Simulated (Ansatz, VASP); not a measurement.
One calculation of SnTe, two programs

File INCAR:

```
SYSTEM = SnTe
ALGO     = Normal         ! electronic algorithm
EDIFF    = 1E-8           ! SCF threshold, eV
ENCUT    = 520            ! plane-wave cutoff, eV
GGA      = PE             ! functional
ISIF     = 2              ! what is computed and relaxed
ISMEAR   = -1             ! smearing method
LASPH    = .TRUE.         ! aspherical terms in the spheres
LCHARG   = .FALSE.        ! write CHGCAR
LEFG     = .TRUE.       
LREAL    = .FALSE.        ! projectors in reciprocal space
LWAVE    = .FALSE.        ! write WAVECAR
NBANDS   = 17             ! bands
NELM     = 80             ! most SCF steps
PREC     = Accurate       ! precision mode
SIGMA    = 0.08           ! smearing width, eV
```

Contents of KPOINTS:

```
k-points
0
G
  11 11 11
  0 0 0
```

The input POSCAR:

```
SnTe
1.0
    0.0000000000      3.1565000000      3.2511950000
    3.1565000000      0.0000000000      3.2511950000
    3.1565000000      3.1565000000      0.0000000000
Sn Te
1 1
Direct
    0.0000000000      0.0000000000      0.0000000000
    0.5000000000      0.5000000000      0.5000000000
```

Input for Ansatz:

```yaml
crystal:
  lattice:
    - [0.0, 3.1565, 3.251195]
    - [3.1565, 0.0, 3.251195]
    - [3.1565, 3.1565, 0.0]
  atoms:
    - { symbol: Sn, position: [0.0, 0.0, 0.0] }
    - { symbol: Te, position: [0.5, 0.5, 0.5] }
kpoints:
  mp_grid: { grid: [11, 11, 11] }
scf:
  occupations: { method: fermi_dirac, width: 0.08 }
hamiltonian:
  xc: pbe
  pseudopotentials: { kind: all_electron, datasets: crystal }
output:
  forces: true
  stress: true
  eigenvalues: true
  efg: { contact_densities: true }
```

Change from the starting cell: zz strain of +3 %, crystal datasets.

Alike in both runs: task electric field gradients; functional PBE; k mesh 11 × 11 × 11; occupations fermi-dirac, width 0.08 eV; no spin polarisation.

|  | VASP | Ansatz |
| --- | --- | --- |
| version | VASP 6.6.1 | Ansatz 0.2.0 |
| potentials or method | VASP PAW PBE potentials, release 64 (Sn_d, Te), cutoff 520 eV | all-electron PAW with datasets made for the crystal, scalar-relativistic |

VASP gave:

* pressure (GPa): 0.7
* traceless stress, the component that is largest in VASP (GPa): -2.21
* size of Vzz on the site where it differs most (V/Å²): 42.6

Q: What did Ansatz give for the same quantities?

A: Pressure (GPa): 0.8; traceless stress, the component that is largest in VASP (GPa): -2.21; size of Vzz on the site where it differs most (V/Å²): 44.2.

Ansatz ran all-electron here, and VASP with PAW potentials.

Spin-orbit coupling is off throughout.
